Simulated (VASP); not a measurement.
Set up this calculation in VASP 6.6.1, as the native input.

| Item | Value |
| --- | --- |
| Task | single point |
| Functional | PBE |
| Potentials or basis | VASP PAW PBE potentials, release 64 (Cu, Se, Ga_d) |
| Cutoff | 520 eV |
| k mesh | 4 × 4 × 4 |
| Occupations | fermi-dirac, width 0.02 eV |
| Spin | no spin polarisation |
| Dipole correction | no |
| Further INCAR settings | ALGO = Normal; EDIFF = 1e-06; NBANDS = 26 |

The structure of GaCuSe2 lies in POSCAR:

```
GaCuSe2
1.0
    3.9307082772      0.0000000000      0.0000000000
    0.0000000000      3.9307082772      0.0000000000
    0.0000000000      0.0000000000      5.6421460618
Cu Se Ga
1 2 1
Direct
    0.0000000000      0.0000000000      0.0000000000
    0.0000000000      0.5000000000      0.2427767847
    0.5000000000      0.0000000000      0.7572232153
    0.5000000000      0.5000000000      0.5000000000
```

These files were run (other wordings do the same):

INCAR

```
ALGO = Normal
EDIFF = 1E-6
ENCUT = 520
GGA = PE
ISIF = 2
ISMEAR = -1
LASPH = True
LCHARG = False
LREAL = False
LWAVE = False
NBANDS = 26
NELM = 80
PREC = Accurate
SIGMA = 0.02
```

KPOINTS

```
k-points
0
Gamma
  4 4 4
```

Potentials or basis: VASP PAW PBE potentials, release 64 (Cu, Se, Ga_d).

Run with:

```sh
$ cat potpaw_PBE.64/Cu/POTCAR potpaw_PBE.64/Se/POTCAR potpaw_PBE.64/Ga_d/POTCAR > POTCAR
$ mpirun -np 1 vasp_std > vasp.out
```

Results of the run:

```
Pressure               : 3.0 GPa
Largest force          : 0.128 eV/Å
Band gap on the k mesh : zero (filled and empty bands touch)
```

Caveat: the k points lie up to 0.40 Å⁻¹ apart.

It took 53 s on 1 thread of Intel(R) Xeon(R) Platinum 8259CL CPU @ 2.50GHz (Skylake/Cascade Lake) (shared host), peak memory 0.2 GiB.
